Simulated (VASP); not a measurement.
LiF, 2 atoms in the cell. The structure is cubic, space group Fm-3m (No. 225). The conventional cell has a = 4.028 Å, b = 4.028 Å, c = 4.028 Å, α = 90.00°, β = 90.00°, γ = 90.00°. Li (site symmetry m-3m) has 6 F at 2.01 Å within 2.7 Å. Within 2.7 Å of F (site symmetry m-3m) lie 6 Li at 2.01 Å. 

| Quantity | Value |
| --- | --- |
| Program | VASP 6.6.1 |
| Task | single point |
| Functional | LDA |
| Potentials or basis | VASP PAW LDA potentials, release 64 (Li_sv, F) |
| Cutoff | 520 eV |
| k mesh | 10 × 10 × 10 |
| Occupations | fermi-dirac, width 0.03 eV |
| Spin | no spin polarisation |
| Dipole correction | no |
| Further INCAR settings | ALGO = Normal; EDIFF = 1e-06; NBANDS = 12 |

Potentials or basis: VASP PAW LDA potentials, release 64 (Li_sv, F).

Run with:

```console
$ cat potpaw_LDA.64/Li_sv/POTCAR potpaw_LDA.64/F/POTCAR > POTCAR
$ mpirun -np 1 vasp_std > vasp.out
```

Hardware: 1 thread of Intel Xeon 6975P-C (shared host).

Q: Estimate the wall time of this run.

A: Run time: 5.8 s on 1 thread of Intel Xeon 6975P-C (shared host), peak memory 0.12 GiB. Counts: scf iterations 11, k points 47.
